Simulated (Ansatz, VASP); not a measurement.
**Zr2NbC2 in VASP and in Ansatz**

```
CELL_PARAMETERS angstrom
3.81156 0.00000 0.00000
0.00000 3.81156 0.00000
0.00000 0.00000 5.03908
ATOMIC_POSITIONS crystal
Zr 0.50000 0.00000 0.50000
Zr 0.00000 0.50000 0.50000
Nb 0.00000 0.00000 0.00000
C 0.50000 0.50000 0.72471
C 0.50000 0.50000 0.27529
```

Change from the starting cell: species swapped into the BaAs2Pd2 type (P4/mmm, No. 123).

Alike in both runs: task single point; functional PBE; k mesh 4 × 4 × 4; occupations gaussian, width 0.1 eV; no spin polarisation.

```csv
,VASP,Ansatz
version,VASP 6.6.1,Ansatz 0.2.0
potentials or method,"VASP PAW PBE potentials, release 64 (Zr_sv, Nb_sv, C), cutoff 520 eV","scalar-relativistic, plane waves, PAW"
valence electrons in the cell,45,45
```

Ansatz gave:

| Item | Value |
| --- | --- |
| gap on the k mesh at the Fermi level (eV) | none |
| pressure (GPa) | 16.8 |
| traceless stress, the component that is largest in VASP (GPa) | -9.97 |
| rms of the force components (eV/Å) | 1.368 |

Problem. Estimate VASP's values.

Solution. gap on the k mesh at the Fermi level (eV): none; pressure (GPa): 17.0; traceless stress, the component that is largest in VASP (GPa): -10.06; rms of the force components (eV/Å): 1.377.

Atom by atom the forces differ by 0.009 eV/Å (rms over components). A gap of «none» marks a metal or a gap that the smearing closes.

The k mesh is coarse, so the values compare programs but aren't converged.
